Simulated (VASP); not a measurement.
# Sn (I4_1/amd) in VASP: a series of runs

Sn is run at these levels: LDA; tasks: single point.

All numbers are computed with VASP 6.6.1; they aren't measurements. Logs are shortened: lines on timing, memory, paths and dates and some standing lists are left out, and cuts for length are marked.

## Step 1: The cell of the first run

It takes space group I4_1/amd (No. 141, tetragonal). The conventional cell has a = 5.679 Å, b = 5.679 Å, c = 3.100 Å, α = 90.00°, β = 90.00°, γ = 90.00°. Within 3.9 Å of Sn (site symmetry -4m2) lie 10 Sn at 2.94 to 3.67 Å.

## Step 2: Single point, LDA

INCAR

```
SYSTEM = Sn
ALGO     = Normal         ! electronic algorithm
EDIFF    = 1E-7           ! SCF threshold, eV
ENCUT    = 520            ! plane-wave cutoff, eV
ISIF     = 2              ! what is computed and relaxed
ISMEAR   = 1              ! smearing method
LASPH    = .TRUE.         ! aspherical terms in the spheres
LCHARG   = .FALSE.        ! write CHGCAR
LREAL    = .FALSE.        ! projectors in reciprocal space
LWAVE    = .FALSE.        ! write WAVECAR
NBANDS   = 21             ! bands
NELM     = 80             ! most SCF steps
PREC     = Accurate       ! precision mode
SIGMA    = 0.1            ! smearing width, eV
```

KPOINTS

```
k-points
0
G
  10 10 10
  0 0 0
```

POSCAR

```
Sn
1.0
   -2.8396131309      2.8396131309      1.5501120712
    2.8396131309     -2.8396131309      1.5501120712
    2.8396131309      2.8396131309     -1.5501120712
Sn
2
Direct
    0.0000000000      0.0000000000      0.0000000000
    0.7500000000      0.2500000000      0.5000000000
```

Potentials or basis: VASP PAW LDA potentials, release 64 (Sn_d).

Launch:

```sh
$ cat potpaw_LDA.64/Sn_d/POTCAR > POTCAR
$ mpirun -np 1 vasp_std > vasp.out
```

OUTCAR:

```text
SYSTEM = Sn
   EDIFF = 1E-7
   ENCUT = 520
   ISIF = 2
   ISMEAR = 1
   LASPH = .TRUE.
   LREAL = .FALSE.
   NELM = 80
   PREC = Accurate

 ion  position               nearest neighbor table
   1  0.000  0.000  0.000-   2 2.94   2 2.94   2 2.94   2 2.94   2 3.67   2 3.67   2 3.67   2 3.67

   2  0.750  0.250  0.500-   1 2.94   1 2.94   1 2.94   1 2.94   1 3.67   1 3.67   1 3.67   1 3.67

  LATTYP: Found a body centered tetragonal cell.
 ALAT       =     5.6792262618
 C/A-ratio  =     0.5458884713

  Lattice vectors:

 A1 = (  -2.8396131309,   2.8396131309,   1.5501120712)
 A2 = (   2.8396131309,  -2.8396131309,   1.5501120712)
 A3 = (   2.8396131309,   2.8396131309,  -1.5501120712)

Analysis of symmetry for initial positions (statically):
=====================================================================
 Subroutine PRICEL returns:
 Original cell was already a primitive cell.

 Routine SETGRP: Setting up the symmetry group for a
 body centered tetragonal supercell.

 Subroutine GETGRP returns: Found 16 space group operations
 (whereof  8 operations were pure point group operations)
 out of a pool of 16 trial point group operations.

The static configuration has the point symmetry D_2d.
 The point group associated with its full space group is D_4h.

Analysis of symmetry for dynamics (positions and initial velocities):
=====================================================================
 Subroutine PRICEL returns:
 Original cell was already a primitive cell.

 Routine SETGRP: Setting up the symmetry group for a
 body centered tetragonal supercell.

 Subroutine GETGRP returns: Found 16 space group operations
 (whereof  8 operations were pure point group operations)
 out of a pool of 16 trial point group operations.

The dynamic configuration has the point symmetry D_2d.
 The point group associated with its full space group is D_4h.

 Subroutine INISYM returns: Found 16 space group operations
 (whereof  8 operations are pure point group operations),
 and found     1 'primitive' translations

----------------------------------------------------------------------------------------

                                     Primitive cell

  volume of cell :      49.9967

  direct lattice vectors                    reciprocal lattice vectors
    -2.839613131  2.839613131  1.550112071     0.000000000  0.176080324  0.322557323
     2.839613131 -2.839613131  1.550112071     0.176080324  0.000000000  0.322557323
     2.839613131  2.839613131 -1.550112071     0.176080324  0.176080324  0.000000000

  length of vectors
     4.304608333  4.304608333  4.304608333     0.367488105  0.367488105  0.249015182

  position of ions in fractional coordinates (direct lattice)
     0.000000000  0.000000000  0.000000000
     0.750000000  0.250000000  0.500000000

  ion indices of the primitive-cell ions
   primitive index   ion index
                 1           1
                 2           2

----------------------------------------------------------------------------------------

 KPOINTS: k-points

Automatic generation of k-mesh.
 Grid dimensions read from file:
 generate k-points for:   10   10   10

 Generating k-lattice:

  Cartesian coordinates                     Fractional coordinates (reciprocal lattice)
     0.000000000  0.017608032  0.032255732     0.100000000  0.000000000 -0.000000000
     0.017608032  0.000000000  0.032255732     0.000000000  0.100000000 -0.000000000
     0.017608032  0.017608032  0.000000000     0.000000000  0.000000000  0.100000000

  Length of vectors
     0.036748810  0.036748810  0.024901518

  Shift w.r.t. Gamma in fractional coordinates (k-lattice)
     0.000000000  0.000000000  0.000000000

 Subroutine IBZKPT returns following result:
 ===========================================

 Found    102 irreducible k-points:

 Following reciprocal coordinates:
            Coordinates               Weight
  0.000000  0.000000  0.000000      1.000000
  0.100000 -0.000000  0.000000      8.000000
  0.200000 -0.000000  0.000000      8.000000
  0.300000  0.000000  0.000000      8.000000
  0.400000 -0.000000  0.000000      8.000000
  0.500000  0.000000 -0.000000      4.000000
[... 16 lines left out ...]
  0.300000  0.300000  0.000000      8.000000
  0.400000  0.300000  0.000000     16.000000
 [... further k-points ...]
   k-points           NKPTS =    102   k-points in BZ     NKDIM =    102   number of bands    NBANDS=     21
   number of dos      NEDOS =    301   number of ions     NIONS =      2
   total plane-waves  NPLWV =  32768
   dimension x,y,z NGX =    32 NGY =   32 NGZ =   32
   dimension x,y,z NGXF=    64 NGYF=   64 NGZF=   64
   ions per type =               2
   NGX,Y,Z   is equivalent  to a cutoff of  12.36, 12.36, 12.36 a.u.
   NGXF,Y,Z  is equivalent  to a cutoff of  24.72, 24.72, 24.72 a.u.
 SYSTEM =  Sn
   PREC   = accura    normal or accurate (medium, high low for compatibility)
   ISTART =      0    job   : 0-new  1-cont  2-samecut
   ICHARG =      2    charge: 1-file 2-atom 10-const
   ISPIN  =      1    spin polarized calculation?
   LNONCOLLINEAR =      F non collinear calculations
   LSORBIT =      F    spin-orbit coupling
   LASPH  =      T    aspherical Exc in radial PAW
   ENCUT  =  520.0 eV  38.22 Ry    6.18 a.u.   8.00  8.00  8.00*2*pi/ulx,y,z
   NELM   =     80;   NELMIN=  2; NELMDL= -5     # of ELM steps
   EDIFF  = 0.1E-06   stopping-criterion for ELM
   LREAL  =      F    real-space projection
   EDIFFG = 0.1E-05   stopping-criterion for IOM
   NSW    =      0    number of steps for IOM
   IBRION =     -1    ionic relax: 0-MD 1-quasi-New 2-CG
   NFREE  =      0    steps in history (QN), initial steepest desc. (CG)
   ISIF   =      2    stress and relaxation
   ISYM   =      2    0-nonsym 1-usesym 2-fastsym
   POTIM  = 0.5000    time-step for ionic-motion
   TEBEG  =    0.0;   TEEND  =   0.0 temperature during run
   PSTRESS=    0.0 pullay stress
   NELECT =      28.0000    total number of electrons
   NUPDOWN=      -1.0000    fix difference up-down
   EMIN   =  10.00;   EMAX   =-10.00  energy-range for DOS
   EFERMI =   0.00;   METHOD = LEGACY
   ISMEAR =     1;   SIGMA  =   0.10  broadening in eV -4-tet -1-fermi 0-gaus
   EFERMI_NEDOS =   21; number of points for ismear=-14 and -15
   IALGO  =     38    algorithm
   IMIX   =      4    mixing-type and parameters
     AMIX     =   0.40;   BMIX     =  1.00
     AMIX_MAG =   1.60;   BMIX_MAG =  1.00
  volume/ion in A,a.u.               =      25.00       168.70
  Fermi-wavevector in a.u.,A,eV,Ry     =   1.349420  2.550033 24.775303  1.820933
  Thomas-Fermi vector in A             =   2.477008
   LORBIT       =      0    0 simple, 1 ext, 2 COOP (PROOUT), +10 PAW based schemes
   GGA     = CA    functional components
   LHFCALC =     F    Hartree Fock is set to
   AEXX    =    0.0000 exact exchange contribution
   IVDW    =     0    specifies the selected vdW correction
   LEPSILON=     F    determine dielectric tensor
   LRPA    =     F    only Hartree local field effects (RPA)
 non-spin polarized calculation
 Methfessel and Paxton  Order N= 1 SIGMA  =   0.10
  energy-cutoff  :      520.00
  volume of cell :       50.00
 maximum number of plane-waves:      1370
   NGX = 17   NGY = 17   NGZ = 17

 number of electron      28.0000008 magnetization

 Free energy of the ion-electron system (eV)
  ---------------------------------------------------
  ext. energy  EPLUGINS =         0.00000000
  ---------------------------------------------------
  free energy    TOTEN  =        -8.95435676 eV

  energy without entropy =       -8.95411324  energy(sigma->0) =       -8.95427559

 E-fermi :   8.7993     XC(G=0): -10.9385

 val. band max:        8.7817361797   @ k =   0.2000   0.1000  -0.0000
 cond. band min:       8.8222191918   @ k =   0.2000  -0.0000   0.0000
 fundamental gap:      0.0404830121
 Fermi energy:         8.7993029779

 k-point     1 :       0.0000    0.0000    0.0000
  band No.  band energies     occupation
      1     -12.9366      2.00000
      2     -12.8163      2.00000
      3     -12.7803      2.00000
      4     -12.7511      2.00000
      5     -12.5571      2.00000
      6     -12.5571      2.00000
[... 13 lines left out ...]
     20      19.1460      0.00000
     21      19.8145      0.00000

 k-point     2 :       0.1000   -0.0000    0.0000
  band No.  band energies     occupation
      1     -12.9285      2.00000
      2     -12.7917      2.00000
      3     -12.7706      2.00000
      4     -12.7218      2.00000
      5     -12.5759      2.00000
      6     -12.5720      2.00000
[... 13 lines left out ...]
     20      18.1474      0.00000
     21      18.1684      0.00000

 k-point     3 :       0.2000   -0.0000    0.0000
  band No.  band energies     occupation
      1     -12.9052      2.00000
      2     -12.7452      2.00000
      3     -12.7350      2.00000
      4     -12.6667      2.00000
      5     -12.6134      2.00000
      6     -12.5762      2.00000
[... 13 lines left out ...]
     20      16.7201      0.00000
     21      17.5035      0.00000

 k-point     4 :       0.3000    0.0000    0.0000
  band No.  band energies     occupation
      1     -12.8756      2.00000
      2     -12.7183      2.00000
      3     -12.6985      2.00000
      4     -12.6700      2.00000
      5     -12.6466      2.00000
      6     -12.5891      2.00000
[... 13 lines left out ...]
     20      15.8296      0.00000
     21      18.3310      0.00000

 k-point     5 :       0.4000   -0.0000    0.0000
  band No.  band energies     occupation
      1     -12.8510      2.00000
      2     -12.7197      2.00000
      3     -12.7193      2.00000
      4     -12.6804      2.00000
      5     -12.6438      2.00000
      6     -12.6116      2.00000
[... 13 lines left out ...]
     20      16.8081      0.00000
     21      19.6386      0.00000

 k-point     6 :       0.5000    0.0000   -0.0000
  band No.  band energies     occupation
      1     -12.8389      2.00000
      2     -12.7446      2.00000
      3     -12.7270      2.00000
      4     -12.6742      2.00000
      5     -12.6324      2.00000
      6     -12.6205      2.00000
[... 13 lines left out ...]
     20      18.8382      0.00000
     21      18.9486      0.00000

 k-point     7 :       0.1000    0.1000    0.0000
  band No.  band energies     occupation
      1     -12.9136      2.00000
      2     -12.7525      2.00000
      3     -12.7305      2.00000
      4     -12.6524      2.00000
      5     -12.6088      2.00000
      6     -12.5984      2.00000
[... 13 lines left out ...]
     20      16.7531      0.00000
     21      16.9860      0.00000
[... 291 lines left out ...]
      1     -12.8442      2.00000
      2     -12.7522      2.00000
      3     -12.7241      2.00000
      4     -12.6876      2.00000
      5     -12.6281      2.00000
      6     -12.5712      2.00000
[... 13 lines left out ...]
     20      17.4826      0.00000
     21      18.7290      0.00000

 k-point    21 :      -0.3000    0.2000   -0.0000
  band No.  band energies     occupation
      1     -12.8711      2.00000
      2     -12.8023      2.00000
      3     -12.7592      2.00000
      4     -12.7196      2.00000
      5     -12.5997      2.00000
      6     -12.5470      2.00000
[... 13 lines left out ...]
     20      19.0514      0.00000
     21      19.8050      0.00000

 k-point    22 :      -0.2000    0.2000    0.0000
  band No.  band energies     occupation
      1     -12.8952      2.00000
      2     -12.8234      2.00000
      3     -12.7746      2.00000
      4     -12.7440      2.00000
      5     -12.5794      2.00000
      6     -12.5368      2.00000
[... 13 lines left out ...]
     20      19.2973      0.00000
     21      19.4720      0.00000

 k-point    23 :       0.3000    0.3000    0.0000
  band No.  band energies     occupation
      1     -12.8362      2.00000
      2     -12.7489      2.00000
      3     -12.6951      2.00000
      4     -12.6679      2.00000
      5     -12.6406      2.00000
      6     -12.5554      2.00000
[... 13 lines left out ...]
     20      17.2895      0.00000
     21      18.9012      0.00000

 k-point    24 :       0.4000    0.3000    0.0000
  band No.  band energies     occupation
      1     -12.8094      2.00000
      2     -12.7464      2.00000
      3     -12.7092      2.00000
      4     -12.6713      2.00000
      5     -12.6268      2.00000
      6     -12.5508      2.00000
[... 13 lines left out ...]
     20      18.3469      0.00000
     21      19.1370      0.00000

 [... further k-points ...]

------------------------ aborting loop because EDIFF is reached ----------------------------------------

  FORCE on cell =-STRESS in cart. coord.  units (eV):
  Direction    XX          YY          ZZ          XY          YZ          ZX
  --------------------------------------------------------------------------------------
  -------------------------------------------------------------------------------------
  Total        1.0671362      1.0671362      0.7552612      0.0000000      0.0000000      0.0000000
  in kB       34.1970787     34.1970787     24.2028378      0.0000000      0.0000000      0.0000000
  external PRESSURE =      30.8656650 kB  Pullay stress =       0.0000000 kB

 VOLUME and BASIS-vectors are now :
 -----------------------------------------------------------------------------
  energy-cutoff  :      520.00
  volume of cell :       50.00
      direct lattice vectors                 reciprocal lattice vectors
    -2.839613131  2.839613131  1.550112071     0.000000000  0.176080324  0.322557323
     2.839613131 -2.839613131  1.550112071     0.176080324  0.000000000  0.322557323
     2.839613131  2.839613131 -1.550112071     0.176080324  0.176080324  0.000000000

 POSITION                                       TOTAL-FORCE (eV/Angst)
 -----------------------------------------------------------------------------------
      0.00000      0.00000      0.00000         0.000000      0.000000     -0.000000
      0.00000      2.83961      0.77506        -0.000000     -0.000000      0.000000
 -----------------------------------------------------------------------------------
    total drift:                                0.000000     -0.000000      0.000000

  FREE ENERGIE OF THE ION-ELECTRON SYSTEM (eV)
  ---------------------------------------------------
  free  energy   TOTEN  =        -8.9543567577 eV

  energy  without entropy=       -8.9541132418  energy(sigma->0) =       -8.95427559
```

Wall time 52 s (1 thread of Intel Xeon Platinum 8259CL at 2.50GHz (Skylake/Cascade Lake), shared host); peak memory 0.21 GiB.

What came out:

```
Free energy            : -8.9544 eV
Pressure               : 3.1 GPa
Band gap on the k mesh : zero (bands 14 and 15 overlap by 4.24 eV)
```

Stress tensor (GPa, compression positive):
```
3.42 0.00 0.00
0.00 3.42 0.00
0.00 0.00 2.42
```

Levels at points of the mesh, in eV from the Fermi level:
| k point | band 11 | band 12 | band 13 | band 14 | band 15 | band 16 | band 17 | band 18 |
| --- | --- | --- | --- | --- | --- | --- | --- | --- |
| (0.00, 0.00, 0.00) | -11.83 | -3.49 | -2.23 | -2.23 | 2.92 | 6.56 | 6.56 | 7.28 |
| (0.50, 0.00, 0.00) | -7.20 | -5.76 | -2.32 | -1.93 | -1.34 | 2.19 | 2.98 | 5.04 |
| (0.50, 0.50, 0.00) | -9.41 | -9.41 | 0.56 | 0.56 | 1.71 | 1.71 | 6.24 | 6.24 |
| (0.50, 0.50, 0.50) | -7.85 | -7.85 | -5.30 | -5.30 | 5.22 | 5.22 | 10.09 | 10.09 |

Caveat: the cell stands under pressure; spin-orbit coupling is left out, which moves the levels of the heavy elements.

(Part 1 of 2 ends here.)
